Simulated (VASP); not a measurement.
BiTe: single point with PBE+D3(BJ)

BiTe:

```
Bi Te
1.0
     0.00000    3.20713    3.20713
     3.20713    0.00000    3.20713
     3.20713    3.20713    0.00000
Bi Te
1 1
Direct
  0.00000 0.00000 0.00000
  0.50000 0.50000 0.50000
```

```json
{
 "Program": "VASP 6.6.1",
 "Task": "single point",
 "Functional": "PBE",
 "Dispersion": "D3(BJ)",
 "Potentials or basis": "VASP PAW PBE potentials, release 64 (Bi_d, Te)",
 "Cutoff": "520 eV",
 "k mesh": "7 × 7 × 7",
 "Occupations": "fermi-dirac, width 0.05 eV",
 "Spin": "no spin polarisation"
}
```

The pressure is -0.1 GPa. The dispersion energy per atom is -0.464 eV.

Levels at points of the mesh, in eV from the Fermi level:
```
           k point  band 8  band 9  band 10  band 11  band 12  band 13
(0.00, 0.00, 0.00)   -2.66   -2.66    -2.66     2.17     2.17     2.17
```

It took 25 s on 1 thread of Intel(R) Xeon(R) Platinum 8175M CPU @ 2.50GHz (Skylake/Cascade Lake), on a shared host, peak memory 0.21 GiB.

Caveat: spin-orbit coupling is left out, which moves the levels of the heavy elements; pairwise dispersion overbinds metals, which lowers pressure and volume.
